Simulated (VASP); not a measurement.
Wanted: the native input for a VASP 6.6.1 run.

```
Task                   : single point
Functional             : PBE
Potentials or basis    : VASP PAW PBE potentials, release 64 (Co)
Cutoff                 : 520 eV
k mesh                 : 20 × 20 × 12
Occupations            : gaussian, width 0.05 eV
Spin                   : no spin polarisation
Dipole correction      : no
Further INCAR settings : ALGO = Normal; EDIFF = 1e-07; NBANDS = 16
```

The structure of Co lies in POSCAR:

```
Co
1.0
    2.4539732366      0.0000000000      0.0000000000
   -1.2269866183      2.1252031631      0.0000000000
    0.0000000000      0.0000000000      3.9588634762
Co
2
Direct
    0.3333333333      0.6666666667      0.2500000000
    0.6666666667      0.3333333333      0.7500000000
```

One way to write it, as run:

INCAR

```
SYSTEM = Co
PREC = Accurate
ENCUT = 520
EDIFF = 1E-7
ISMEAR = 0
SIGMA = 0.05
LREAL = .False.
LASPH = .True.
NELM = 100
ALGO = Normal
ISIF = 2
LWAVE = .False.
LCHARG = .False.
GGA = PE
NBANDS = 16
```

KPOINTS

```
regular mesh
0
Gamma
  20 20 12
  0 0 0
```

Potentials or basis: VASP PAW PBE potentials, release 64 (Co).

Run with:

```bash
$ cat potpaw_PBE.64/Co/POTCAR > POTCAR
$ mpirun -np 1 vasp_std > vasp.out
```

It gave:

The pressure is -0.8 GPa and the band gap on the k mesh is zero (bands 9 and 10 overlap by 1.54 eV).

Caveat: the run has no spin polarisation, though such a crystal can be magnetic.

It took 3 min on 1 thread of Intel Xeon 8259CL, with other jobs on the host, peak memory 0.2 GiB.
